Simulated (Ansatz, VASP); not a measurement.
## One calculation of Ta2Ti, two programs

```xyz
6
Lattice="0.0000 3.6419 3.6419 3.6419 0.0000 3.6419 3.6419 3.6419 0.0000" Properties=species:S:1:pos:R:3 pbc="T T T"
Ti    0.0000    0.0000    0.0000
Ti    1.8210    1.8210    1.8210
Ta    4.5524    4.5524    4.5524
Ta    4.5524    2.7314    2.7314
Ta    2.7314    2.7314    4.5524
Ta    2.7314    4.5524    2.7314
```

Alike in both runs: task relaxation of cell and atoms; functional PBE; k mesh 4 × 4 × 4; occupations gaussian, width 0.1 eV; no spin polarisation.

|  | VASP | Ansatz |
| --- | --- | --- |
| version | VASP 6.6.1 | Ansatz 0.2.0 |
| potentials or method | VASP PAW PBE potentials, release 64 (Ti_sv, Ta_pv), cutoff 600 eV | scalar-relativistic, plane waves, PAW |
| valence electrons in the cell | 68 | 76 |

```tsv
	VASP	Ansatz	Ansatz less VASP
gap on the k mesh at the Fermi level, each at its own relaxed structure (eV)	none	none	-
relaxed volume (Å³/atom)	19.12	19.10	-0.024
relaxed cell length with the largest relative difference (Å)	5.454	5.452	-0.0023
```

A gap of «none» marks a metal or a gap that the smearing closes. VASP's potentials hold 68 valence electrons a cell and Ansatz's 76, so a difference there can come from the potentials and not from the codes.

The k mesh is coarse, so the values compare programs but aren't converged. Spin-orbit coupling is off throughout. Noted on VASP's run: the volume moved by over 15 % at a fixed basis, so the end points are rough.
